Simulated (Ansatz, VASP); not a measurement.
TaN: VASP beside Ansatz

INCAR

```
SYSTEM = TaN
ALGO = Normal
EDIFF = 1E-6
ENCUT = 520
GGA = PS
ISIF = 2
ISMEAR = -1
LASPH = .True.
LCHARG = .False.
LREAL = .False.
LWAVE = .False.
NBANDS = 33
NELM = 100
PREC = Accurate
SIGMA = 0.1
```

The input KPOINTS:

```
k-points
0
Gamma
  5 5 8
  0 0 0
```

Contents of POSCAR:

```
TaN
1.0
    5.0899294209      0.0000000000      0.0000000000
   -2.5449647104      4.4080081839      0.0000000000
    0.0000000000      0.0000000000      2.8515751625
Ta N
3 3
Direct
    0.3333333333      0.6666666667      0.5000000000
    0.6666666667      0.3333333333      0.5000000000
    0.0000000000      0.0000000000      0.0000000000
    0.3928500000      0.0000000000      0.0000000000
    0.6071500000      0.6071500000      0.0000000000
    0.0000000000      0.3928500000      0.0000000000
```

Input for Ansatz:

```yaml
crystal:
  lattice:
    - [5.089929420886057, 0.0, 0.0]
    - [-2.5449647104430286, 4.408008183853677, 0.0]
    - [0.0, 0.0, 2.8515751624709997]
  atoms:
    - { symbol: Ta, position: [0.3333333333333333, 0.6666666666666666, 0.5] }
    - { symbol: Ta, position: [0.6666666666666666, 0.3333333333333333, 0.5] }
    - { symbol: Ta, position: [0.0, 0.0, 0.0] }
    - { symbol: "N", position: [0.39285, 0.0, 0.0] }
    - { symbol: "N", position: [0.60715, 0.60715, 0.0] }
    - { symbol: "N", position: [0.0, 0.39285, 0.0] }
basis:
  ecutwfc: 420.0
kpoints:
  mp_grid:
    grid: [5, 5, 8]
hamiltonian:
  xc: pbesol
  pseudopotentials:
    kind: paw
scf:
  occupations:
    method: fermi_dirac
    width: 0.1
output:
  stress: true
```

Alike in both runs: task single point; functional PBEsol; k mesh 5 × 5 × 8; occupations fermi-dirac, width 0.1 eV; no spin polarisation.

|  | VASP | Ansatz |
| --- | --- | --- |
| version | VASP 6.6.1 | Ansatz 0.2.0 |
| potentials or method | VASP PAW PBE potentials, release 64 (Ta_pv, N), cutoff 520 eV | plane waves, PAW |
| valence electrons in the cell | 48 | 54 |

VASP gave:

```
pressure (GPa)                                                : 20.0
traceless stress, the component that is largest in VASP (GPa) : -0.60
```

Problem. Estimate Ansatz's values.

Solution. Pressure (GPa): 18.8; traceless stress, the component that is largest in VASP (GPa): -0.50.

VASP's potentials were made for PBE, not for PBEsol. With one functional, cell and mesh, what is left measures potentials, basis and numerics. VASP's potentials hold 48 valence electrons a cell and Ansatz's 54, so a difference there can come from the potentials and not from the codes.

Spin-orbit coupling is off throughout.
